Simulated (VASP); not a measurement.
Runs of VASP 6.6.1 on Cu. The structure is that of space group Fm-3m (No. 225), or close to it. The cells are those of the table. 

| cell | gap on the mesh (eV) | pressure (GPa) |
| --- | --- | --- |
| a = 2.499, b = 2.499, c = 2.480 Å, angles 60.3, 60.3, 59.5°, 1 atom | none | -0.1 |
| a = 2.633 Å, angles 60.0°, 1 atom | none | -20.3 |
| a = 2.538, b = 2.538, c = 2.480 Å, angles 60.8, 60.8, 58.5°, 1 atom | none | -5.2 |
| a = 2.480 Å, angles 60.0°, 1 atom | none | 2.8 |
| a = 2.518, b = 2.518, c = 2.556 Å, angles 59.5, 59.5, 61.0°, 1 atom | none | -7.6 |
| a = 2.557, b = 2.557, c = 2.480 Å, angles 61.0, 61.0, 58.0°, 1 atom | none | -7.3 |
| a = 2.518, b = 2.518, c = 2.480 Å, angles 60.5, 60.5, 59.0°, 1 atom | none | (a) |
| a = 2.595, b = 2.595, c = 2.556 Å, angles 60.5, 60.5, 59.0°, 1 atom | none | -15.1 |
| a = 2.595, b = 2.595, c = 2.633 Å, angles 59.5, 59.5, 61.0°, 1 atom | none | (b) |

Alike in all rows: task single point; level LDA; potentials or basis VASP PAW LDA potentials, release 64 (Cu); no spin polarisation; k mesh 22 × 22 × 22; cutoff (eV) 520; smearing gaussian 0.15 eV.

**Question.** Fill in the values left out.

**Answer.** (a) -2.8; (b) -17.9.

A gap of «none» marks levels without a gap at the run's occupations.
